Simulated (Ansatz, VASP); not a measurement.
**One calculation of TiCd2P2, two programs**

```xyz
5
Lattice="3.8310 0.0000 0.0000 0.0000 3.8310 0.0000 0.0000 0.0000 6.8141" Properties=species:S:1:pos:R:3 pbc="T T T"
Ti    1.9155    1.9155    3.4071
Cd    0.0000    0.0000    4.8595
Cd    0.0000    0.0000    1.9546
P     1.9155    1.9155    1.0579
P     1.9155    1.9155    5.7562
```

Alike in both runs: functional PBE; k mesh 4 × 4 × 4; occupations gaussian, width 0.1 eV; no spin polarisation.

Ansatz relaxed the structure, and its values are those at the end. VASP's run is a single point on that final structure, the one shown.

|  | VASP | Ansatz |
| --- | --- | --- |
| version | VASP 6.6.1 | Ansatz 0.2.0 |
| potentials or method | VASP PAW PBE potentials, release 64 (Ti_sv, Cd, P), cutoff 520 eV | scalar-relativistic, plane waves, PAW |
| valence electrons in the cell | 46 | 62 |

```csv
,VASP,Ansatz,Ansatz less VASP
gap on the k mesh at the Fermi level (eV),none,none,-
pressure (GPa),0.2,0.0,-0.19
rms of the force components (eV/Å),0.019,0.010,-0.0090
```

A gap of «none» marks a metal or a gap that the smearing closes. With one functional, cell and mesh, what is left measures potentials, basis and numerics. VASP's potentials hold 46 valence electrons a cell and Ansatz's 62, so a difference there can come from the potentials and not from the codes.

The k mesh is coarse, so the values compare programs but aren't converged.
